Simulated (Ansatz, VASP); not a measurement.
**Two plane-wave programs on AgI**

The input INCAR:

```
SYSTEM = AgI
ALGO     = Normal         ! electronic algorithm
EDIFF    = 1E-6           ! SCF threshold, eV
ENCUT    = 500            ! plane-wave cutoff, eV
GGA      = PE             ! functional
GGA_COMPAT= .FALSE.      
ISIF     = 2              ! what is computed and relaxed
ISMEAR   = 0              ! smearing method
LASPH    = .TRUE.         ! aspherical terms in the spheres
LCHARG   = .FALSE.        ! write CHGCAR
LREAL    = .FALSE.        ! projectors in reciprocal space
LWAVE    = .FALSE.        ! write WAVECAR
NBANDS   = 26             ! bands
NELM     = 120            ! most SCF steps
PREC     = Accurate       ! precision mode
SIGMA    = 0.01           ! smearing width, eV
```

KPOINTS

```
k-points
0
G
  5 5 5
  0 0 0
```

Contents of POSCAR:

```
AgI
1.0
    4.6507421514      0.0000000000      0.0000000000
   -2.3253710757      4.0276608495      0.0000000000
    0.0000000000      0.0000000000      7.5997163705
Ag I
2 2
Direct
    0.6666666667      0.3333333333      0.6275238183
    0.3333333333      0.6666666667      0.1275238183
    0.6666666667      0.3333333333      0.0024761817
    0.3333333333      0.6666666667      0.5024761817
```

Input for Ansatz:

```yaml
crystal:
  lattice:
    - [4.6507421514, 0.0, 0.0]
    - [-2.3253710757, 4.0276608495, 0.0]
    - [0.0, 0.0, 7.5997163705]
  atoms:
    - { symbol: Ag, position: [0.6666666667, 0.3333333333, 0.6275238183] }
    - { symbol: Ag, position: [0.3333333333, 0.6666666667, 0.1275238183] }
    - { symbol: I, position: [0.6666666667, 0.3333333333, 0.0024761817] }
    - { symbol: I, position: [0.3333333333, 0.6666666667, 0.5024761817] }
kpoints:
  mp_grid: { grid: [5, 5, 5] }
hamiltonian:
  xc: pbe
scf:
  occupations: { method: fixed }
  n_extra_bands: 5
output:
  forces: true
  stress: true
  eigenvalues: true
```

Alike in both runs: task single point; functional PBE; k mesh 5 × 5 × 5; no spin polarisation.

|  | VASP | Ansatz |
| --- | --- | --- |
| version | VASP 6.6.1 | Ansatz 0.2.0 |
| potentials or method | VASP PAW PBE potentials, release 64 (Ag, I) | plane waves |
| plane-wave cutoff (eV) | 500 | 420 |
| occupations | gaussian, width 0.01 eV | fixed |
| valence electrons in the cell | 36 | 72 |

|  | VASP | Ansatz | Ansatz less VASP |
| --- | --- | --- | --- |
| gap on the k mesh at the Fermi level (eV) | 1.37 | 1.37 | -0.003 |
| pressure (GPa) | 0.6 | 0.6 | +0.06 |

VASP's potentials hold 36 valence electrons a cell and Ansatz's 72, so a difference there can come from the potentials and not from the codes.

Neither program's run includes spin-orbit coupling.
